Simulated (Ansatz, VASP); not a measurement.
Two plane-wave programs on Ru

```xyz
1
Lattice="-1.5085 1.5085 1.5085 1.5085 -1.5085 1.5085 1.5085 1.5085 -1.5085" Properties=species:S:1:pos:R:3 pbc="T T T"
Ru    0.0000    0.0000    0.0000
```

Alike in both runs: functional PBEsol; k mesh 8 × 8 × 8; occupations gaussian, width 0.1 eV; no spin polarisation.

Ansatz relaxed the structure, and its values are those at the end. VASP's run is a single point on that final structure, the one shown.

```csv
,VASP,Ansatz
version,VASP 6.6.1,Ansatz 0.2.0
potentials or method,"VASP PAW PBE potentials, release 64 (Ru_pv), cutoff 500 eV","scalar-relativistic, plane waves, PAW"
valence electrons in the cell,14,16
```

Ansatz gave:

| Property | Result |
| --- | --- |
| gap on the k mesh at the Fermi level (eV) | none |
| pressure (GPa) | 0.0 |

Problem. Which values does VASP return?

Solution. gap on the k mesh at the Fermi level (eV): none; pressure (GPa): -0.1.

VASP's potentials were made for PBE, not for PBEsol. A gap of «none» marks a metal or a gap that the smearing closes. The functional is the same, so the differences come from potentials, cutoffs and numerics. VASP's potentials hold 14 valence electrons a cell and Ansatz's 16, so a difference there can come from the potentials and not from the codes.

The k mesh is coarse, so the values compare programs but aren't converged.
